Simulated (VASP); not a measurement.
A run of VASP 6.6.1:

INCAR

```
PREC     = Accurate       # precision mode
ENCUT    = 600            # plane-wave cutoff, eV
EDIFF    = 1E-6           # SCF threshold, eV
ISMEAR   = 0              # smearing method
SIGMA    = 0.1            # smearing width, eV
LREAL    = F              # projectors in reciprocal space
LASPH    = T              # aspherical terms in the spheres
NELM     = 80             # most SCF steps
ALGO     = Normal         # electronic algorithm
ISIF     = 3              # what is computed and relaxed
LWAVE    = F              # write WAVECAR
LCHARG   = F              # write CHGCAR
GGA      = PE             # functional
IBRION   = 2              # ionic algorithm
NSW      = 90             # ionic steps
EDIFFG   = -0.04          # ionic threshold
```

Contents of KPOINTS:

```
regular mesh
0
Gamma
  4 4 4
```

The input POSCAR:

```
YPdF5
1.0
   -3.1641615900      3.1641615900      2.9671109600
    3.1641615900     -3.1641615900      2.9671109600
    3.1641615900      3.1641615900     -2.9671109600
Y Pd F
1 1 5
Direct
    0.2500000000      0.7500000000      0.5000000000
    0.7500000000      0.2500000000      0.5000000000
    0.1390914900      0.1390914900      0.2781829800
    0.8609085100      0.8609085100      0.7218170200
    0.8609085100      0.1390914900      0.0000000000
    0.1390914900      0.8609085100      0.0000000000
    0.0000000000      0.0000000000      0.0000000000
```

Potentials or basis: VASP PAW PBE potentials, release 64 (Y_sv, Pd, F).

The run is started by

```bash
$ cat potpaw_PBE.64/Y_sv/POTCAR potpaw_PBE.64/Pd/POTCAR potpaw_PBE.64/F/POTCAR > POTCAR
$ mpirun -np 1 vasp_std > vasp.out
```

Hardware: 1 thread of Intel(R) Xeon(R) Platinum 8259CL CPU @ 2.50GHz (Skylake/Cascade Lake) (shared host).

Q: How long does it take, and how much memory?

A: Wall time 36 min on 1 thread of Intel(R) Xeon(R) Platinum 8259CL CPU @ 2.50GHz (Skylake/Cascade Lake), on a shared host, peak memory 0.43 GiB. Counts: scf iterations 313, k points 13, ion steps 18.
